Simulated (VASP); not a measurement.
**GaAs: single point with PBE**

The system is GaAs.

```
Ga As
1.0
     0.00000    2.83309    2.74809
     2.83309    0.00000    2.74809
     2.83309    2.83309    0.00000
Ga As
1 1
Direct
  0.00000 0.00000 0.00000
  0.25000 0.25000 0.25000
```

This cell differs from its parent crystal: uniaxial z strain -3.0%.

```
Program             : VASP 6.6.1
Task                : single point
Functional          : PBE
Potentials or basis : VASP PAW PBE potentials, release 64 (Ga_d, As)
Cutoff              : 520 eV
k mesh              : 4 × 4 × 4
Occupations         : gaussian, width 0.01 eV
Spin                : no spin polarisation
```

| Property | Result |
| --- | --- |
| Pressure | 5.7 GPa |
| Band gap on the k mesh | 0.57 eV, direct |

Stress tensor (GPa, compression positive):
```
5.11 0.00 0.00
0.00 5.11 0.00
0.00 0.00 6.84
```

Levels at points of the mesh, in eV from the valence-band top:
| k point | band 7 | band 8 | band 9 | band 10 | band 11 | band 12 |
| --- | --- | --- | --- | --- | --- | --- |
| (0.00, 0.00, 0.00) | -0.17 | -0.17 | 0.00 | 0.57 | 3.54 | 3.62 |
| (0.50, 0.00, 0.00) | -6.91 | -1.42 | -1.17 | 0.92 | 4.39 | 4.62 |
| (0.50, 0.50, 0.00) | -6.95 | -3.03 | -3.03 | 1.15 | 1.31 | 10.23 |
| (0.50, 0.00, 0.50) | -7.13 | -2.83 | -2.81 | 1.34 | 1.61 | 10.08 |

Wall time 10 s on 1 thread of Intel(R) Xeon(R) Platinum 8559C (Emerald Rapids), on a shared host, peak memory 0.14 GiB.

Caveat: the k points lie up to 0.49 Å⁻¹ apart; the cell differs from its parent crystal (uniaxial z strain -3.0%). A k mesh can miss the band edges.
